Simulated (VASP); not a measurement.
Ba3Si:

```
Ba Si
1.0
     5.38336    0.00000    0.00000
     0.00000    5.38336    0.00000
     0.00000    0.00000    5.38336
Ba Si
3 1
Direct
  0.00000 0.50000 0.50000
  0.50000 0.50000 0.00000
  0.50000 0.00000 0.50000
  0.00000 0.00000 0.00000
```

Base run:

```yaml
Program: VASP 6.6.1
Functional: PBEsol
Potentials_or_basis: VASP PAW PBE potentials, release 64 (Ba_sv, Si)
Cutoff: 520 eV
k_mesh: 6 × 6 × 6
Occupations: gaussian, width 0.05 eV
Spin: no spin polarisation
```

Its results: band gap on the k mesh zero (band 17 reaches 3.75 eV, above the bottom of band 18 at 2.80 eV); pressure -1.1 GPa.

Q: The run is repeated on the same cell with these changes: functional from PBEsol to PBE; further incar settings from ALGO = Normal; EDIFF = 1e-06; NBANDS = 25 to ALGO = Normal; EDIFF = 1e-07; NBANDS = 25. What comes out?

A: Band gap on the k mesh zero (band 17 reaches 3.88 eV, above the bottom of band 18 at 2.92 eV); pressure 0.4 GPa.

Caveats: spin-orbit coupling is left out, which moves the levels of the heavy elements; the PAW data sets were made with another functional, which shifts forces and pressure a little (some runs).
